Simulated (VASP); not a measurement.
Set up this calculation in VASP 6.6.1, as the native input.

| Item | Value |
| --- | --- |
| Task | single point |
| Functional | PBE |
| Potentials or basis | VASP PAW PBE potentials, release 64 (Li_sv, S) |
| Cutoff | 750 eV |
| k mesh | 8 × 8 × 8 |
| Occupations | gaussian, width 0.02 eV |
| Spin | no spin polarisation |
| Dipole correction | no |
| Further INCAR settings | ALGO = Normal; EDIFF = 1e-06; NBANDS = 13 |

The structure of Li2S lies in POSCAR:

```
Li2S
1.0
    0.0000000000      2.7947509600      2.7947509600
    2.7947509600      0.0000000000      2.7947509600
    2.7947509600      2.7947509600      0.0000000000
Li S
2 1
Direct
    0.2500000000      0.2500000000      0.2500000000
    0.7500000000      0.7500000000      0.7500000000
    0.0000000000      0.0000000000      0.0000000000
```

This cell differs from its parent crystal: strained.

The input as run:

INCAR

```
  PREC = Accurate
  ENCUT = 750
  EDIFF = 1E-6
  ISMEAR = 0
  SIGMA = 0.02
  LREAL = False
  LASPH = True
  NELM = 120
  ALGO = Normal
  ISIF = 2
  LWAVE = False
  LCHARG = False
  GGA = PE
  NBANDS = 13
  GGA_COMPAT = False
```

KPOINTS

```
regular mesh
0
Gamma
  8 8 8
```

Potentials or basis: VASP PAW PBE potentials, release 64 (Li_sv, S).

The run is started by

```sh
$ cat potpaw_PBE.64/Li_sv/POTCAR potpaw_PBE.64/S/POTCAR > POTCAR
$ mpirun -np 1 vasp_std > vasp.out
```

Results of the run:

| Property | Result |
| --- | --- |
| Pressure | 2.7 GPa |
| Band gap on the k mesh | 3.35 eV, indirect (least direct gap 4.57 eV) |

Caveat: the cell differs from its parent crystal (strained).

Wall time 40 s on 1 thread of Intel Xeon 8259CL (shared host), peak memory 0.2 GiB.
